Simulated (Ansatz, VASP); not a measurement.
One calculation of Cr, two programs

```
Cr
1.0
    -1.39219    1.39219    1.39219
     1.39219   -1.39219    1.39219
     1.39219    1.39219   -1.39219
Cr
1
Direct
  0.00000 0.00000 0.00000
```

Alike in both runs: task single point; functional LDA; k mesh 22 × 22 × 22; occupations gaussian, width 0.05 eV; collinear spin.

|  | VASP | Ansatz |
| --- | --- | --- |
| version | VASP 6.6.1 | Ansatz 0.2.0 |
| potentials or method | VASP PAW LDA potentials, release 64 (Cr_pv), cutoff 520 eV | scalar-relativistic, plane waves, PAW |
| valence electrons in the cell | 12 | 14 |

Ansatz gave:

| Property | Result |
| --- | --- |
| gap on the k mesh at the Fermi level (eV) | none |
| pressure (GPa) | 1.3 |
| net moment per atom (μB) | 0.00 |

Problem. What did VASP give for the same quantities?

Solution. gap on the k mesh at the Fermi level (eV): none; pressure (GPa): 1.4; net moment per atom (μB): 0.00.

LDA's correlation is that of Perdew and Zunger in VASP and of Perdew and Wang (1992) in Ansatz. A gap of «none» marks a metal or a gap that the smearing closes. VASP's potentials hold 12 valence electrons a cell and Ansatz's 14, so a difference there can come from the potentials and not from the codes. Ansatz's warnings: seeded moment not kept.
